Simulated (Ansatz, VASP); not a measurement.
**TeAs in VASP and in Ansatz**

File INCAR:

```
SYSTEM = TeAs
PREC = Accurate
ENCUT = 520
EDIFF = 1E-6
ISMEAR = 0
SIGMA = 0.15
LREAL = .FALSE.
LASPH = .TRUE.
NELM = 80
ALGO = Normal
ISIF = 2
LWAVE = .FALSE.
LCHARG = .FALSE.
GGA = CA
NBANDS = 12
```

KPOINTS

```
regular mesh
0
G
  16 16 16
  0 0 0
```

File POSCAR:

```
TeAs
1.0
    1.5702925726      3.9257314314      3.9257314314
    3.9257314314      1.5702925726      3.9257314314
    3.9257314314      3.9257314314      1.5702925726
Te As
1 1
Direct
    0.5000000000      0.5000000000      0.5000000000
    0.0000000000      0.0000000000      0.0000000000
```

Input for Ansatz:

```yaml
crystal:
  lattice:
    - [1.5702925726, 3.9257314314, 3.9257314314]
    - [3.9257314314, 1.5702925726, 3.9257314314]
    - [3.9257314314, 3.9257314314, 1.5702925726]
  atoms:
    - { symbol: Te, position: [0.5, 0.5, 0.5] }
    - { symbol: As, position: [0.0, 0.0, 0.0] }
basis:
  ecutwfc: 420
kpoints:
  mp_grid: { grid: [16, 16, 16] }
hamiltonian:
  xc: lda
scf:
  occupations: { method: gaussian, width: 0.15 }
output:
  forces: true
  stress: true
  eigenvalues: true
```

Alike in both runs: task single point; functional LDA; k mesh 16 × 16 × 16; occupations gaussian, width 0.15 eV; no spin polarisation.

|  | VASP | Ansatz |
| --- | --- | --- |
| version | VASP 6.6.1 | Ansatz 0.2.0 |
| potentials or method | VASP PAW LDA potentials, release 64 (Te, As), cutoff 520 eV | scalar-relativistic, plane waves, PAW |
| valence electrons in the cell | 11 | 31 |

|  | VASP | Ansatz | Ansatz less VASP |
| --- | --- | --- | --- |
| gap on the k mesh at the Fermi level (eV) | none | none | - |
| pressure (GPa) | -8.4 | -8.4 | 0.00 |
| traceless stress, the component that is largest in VASP (GPa) | -0.75 | -0.75 | 0.000 |

LDA's correlation is that of Perdew and Zunger in VASP and of Perdew and Wang (1992) in Ansatz. A gap of «none» marks a metal or a gap that the smearing closes. VASP's potentials hold 11 valence electrons a cell and Ansatz's 31, so a difference there can come from the potentials and not from the codes.

Neither program's run includes spin-orbit coupling.
